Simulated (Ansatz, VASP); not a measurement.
**Two plane-wave programs on BN**

The input POSCAR:

```
BN
1.0
    1.2756598126      0.7365025362      3.4390871668
   -1.2756598126      0.7365025362      3.4390871668
    0.0000000000     -1.4730050723      3.4390871668
N B
1 1
Direct
    0.6672382000      0.6672382000      0.6672382000
    0.0003288000      0.0003288000      0.0003288000
```

INCAR.step1

```
PREC     = Accurate       # precision mode
ENCUT    = 520            # plane-wave cutoff, eV
ISMEAR   = -1             # smearing method
SIGMA    = 0.05           # smearing width, eV
LREAL    = False          # projectors in reciprocal space
LASPH    = True           # aspherical terms in the spheres
NELM     = 100            # most SCF steps
NBANDS   = 11             # bands
GGA      = PE             # functional
ALGO     = Normal         # electronic algorithm
EDIFF    = 1E-4           # SCF threshold, eV
LWAVE    = True           # write WAVECAR
LCHARG   = False          # write CHGCAR
```

INCAR.step2

```
PREC     = Accurate       # precision mode
ENCUT    = 520            # plane-wave cutoff, eV
EDIFF    = 1E-6           # SCF threshold, eV
ISMEAR   = -1             # smearing method
SIGMA    = 0.05           # smearing width, eV
LREAL    = False          # projectors in reciprocal space
LASPH    = True           # aspherical terms in the spheres
NELM     = 100            # most SCF steps
ALGO     = Normal         # electronic algorithm
ISIF     = 2              # what is computed and relaxed
LWAVE    = False          # write WAVECAR
LCHARG   = False          # write CHGCAR
METAGGA  = R2SCAN         # meta-GGA
LMIXTAU  = True         
NBANDS   = 11             # bands
ISTART   = 1
```

The input KPOINTS:

```
regular mesh
0
Gamma
  12 12 12
```

Contents of input.yaml:

```yaml
crystal:
  lattice:
    - [1.2756598126, 0.7365025362, 3.4390871668]
    - [-1.2756598126, 0.7365025362, 3.4390871668]
    - [0.0, -1.4730050723, 3.4390871668]
  atoms:
    - { symbol: "N", position: [0.6672382, 0.6672382, 0.6672382] }
    - { symbol: B, position: [0.0003288, 0.0003288, 0.0003288] }
hamiltonian:
  xc: r2scan
  pseudopotentials: { kind: paw }
kpoints:
  mp_grid: { grid: [12, 12, 12] }
scf:
  occupations: { method: fermi_dirac, width: 0.05 }
output:
  forces: true
  stress: true
  eigenvalues: true
```

Alike in both runs: task single point; functional r2SCAN; k mesh 12 × 12 × 12; occupations fermi-dirac, width 0.05 eV; no spin polarisation.

```csv
,VASP,Ansatz
version,VASP 6.6.1,Ansatz 0.2.0
potentials or method,"VASP PAW PBE potentials, release 64 (N, B)",Ansatz PAW
plane-wave cutoff (eV),520,500
valence electrons in the cell,8,8
```

VASP gave:

| Quantity | Value |
| --- | --- |
| gap on the k mesh at the Fermi level (eV) | 4.75 |
| least direct gap on the mesh (eV) | 5.23 |
| pressure (GPa) | -12.8 |
| traceless stress, the component that is largest in VASP (GPa) | 12.55 |
| rms of the force components (eV/Å) | 0.007 |

Question: Estimate Ansatz's values.

Answer: gap on the k mesh at the Fermi level (eV): 4.72; least direct gap on the mesh (eV): 5.18; pressure (GPa): -13.2; traceless stress, the component that is largest in VASP (GPa): 13.14; rms of the force components (eV/Å): 0.007.

VASP's potentials were made for PBE, not for r2SCAN. Atom by atom the forces differ by 0.000 eV/Å (rms over components).
